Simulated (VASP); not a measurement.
# Mo6C: single point with PBEsol

System: Mo6C, a slab with vacuum.

```xyz
7
Lattice="4.4257 0.0000 0.0000 -2.2128 3.8328 0.0000 0.0000 0.0000 19.7248" Properties=species:S:1:pos:R:3 pbc="T T T"
Mo    2.2128    1.2776    4.0000
Mo    0.0000    2.5552    4.9034
Mo    0.0000    0.0000    5.8068
Mo    2.2128    1.2776    6.6435
Mo    0.0000    2.5552    7.4407
Mo    0.0000    0.0000    8.2248
C     1.4752    0.8517    8.6828
```

| Property | Result |
| --- | --- |
| Program | VASP 6.6.1 |
| Task | single point |
| Functional | PBEsol |
| Potentials or basis | VASP PAW PBE potentials, release 64 (Mo_sv, C) |
| Cutoff | 520 eV |
| k mesh | 6 × 6 × 1 |
| Occupations | gaussian, width 0.1 eV |
| Spin | no spin polarisation |
| Dipole correction | yes |
| Further INCAR settings | ALGO = Normal; EDIFF = 1e-06; NBANDS = 53 |

* Largest force: 3.938 eV/Å
* Band gap on the k mesh: zero (filled and empty bands touch)

Forces on the atoms (eV/Å):
```
Mo   0.085  0.049  1.860
Mo   0.139  0.080 -0.610
Mo  -0.314 -0.181 -2.756
Mo   0.151  0.087 -0.525
Mo  -0.459 -0.265  1.122
Mo  -3.013 -1.740  0.866
C    3.410  1.969  0.042
```

Levels at points of the mesh, in eV from the Fermi level:
```
           k point  band 42  band 43  band 44  band 45  band 46  band 47
(0.00, 0.00, 0.00)    -1.29    -0.90    -0.27     0.66     0.98     1.03
(0.50, 0.00, 0.00)    -1.02    -0.41    -0.04     0.17     0.50     0.78
(0.00, 0.50, 0.00)    -0.87    -0.25    -0.16    -0.01     0.50     0.73
```

Wall time 7.2 min on 1 thread of AMD EPYC 9R45 96-Core Processor (Zen 5), on a shared host, peak memory 0.52 GiB.

Caveat: the PAW data sets were made with another functional, which shifts forces and pressure a little.
